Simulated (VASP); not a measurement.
Here is a VASP 6.6.1 calculation.

File INCAR:

```
  PREC = Accurate
  ENCUT = 600
  EDIFF = 1E-6
  ISMEAR = -1
  SIGMA = 0.1
  LREAL = F
  LASPH = T
  NELM = 60
  ALGO = Normal
  ISIF = 3
  LWAVE = F
  LCHARG = F
  GGA = CA
  IBRION = 2
  NSW = 80
  EDIFFG = -0.01
```

File KPOINTS:

```
regular mesh
0
Gamma
  14 14 14
```

File POSCAR:

```
Pd
1.0
    0.0000000000      1.9449000000      1.9449000000
    1.9449000000      0.0000000000      1.9449000000
    1.9449000000      1.9449000000      0.0000000000
Pd
1
Direct
    0.0000000000      0.0000000000      0.0000000000
```

Potentials or basis: VASP PAW LDA potentials, release 64 (Pd).

Run with:

```sh
$ cat potpaw_LDA.64/Pd/POTCAR > POTCAR
$ mpirun -np 1 vasp_std > vasp.out
```

Problem. Predict the relaxed volume.

Solution. 14.19 Å³/atom.

Problem. Estimate the space group after relaxing (to 0.05 Å).

Solution. Fm-3m (No. 225).

Problem. Estimate the relaxed cell.

Solution. a = 2.718 Å, b = 2.718 Å, c = 2.718 Å, α = 60.00°, β = 60.00°, γ = 60.00°.

Problem. Predict the band gap on the k mesh.

Solution. Zero (band 5 reaches 10.58 eV, above the bottom of band 6 at 8.88 eV).

Final structure:
```cif
data_structure
_symmetry_space_group_name_H-M 'P 1'
_symmetry_Int_Tables_number 1
_cell_length_a 2.7178
_cell_length_b 2.7178
_cell_length_c 2.7178
_cell_angle_alpha 60.000
_cell_angle_beta 60.000
_cell_angle_gamma 60.000
_cell_volume 14.19
loop_
_atom_site_label
_atom_site_type_symbol
_atom_site_fract_x
_atom_site_fract_y
_atom_site_fract_z
_atom_site_occupancy
Pd1 Pd 0.00000 0.00000 0.00000 1
```

LDA usually gives volumes a few per cent too small. Zero-point motion and thermal expansion aren't in these numbers.
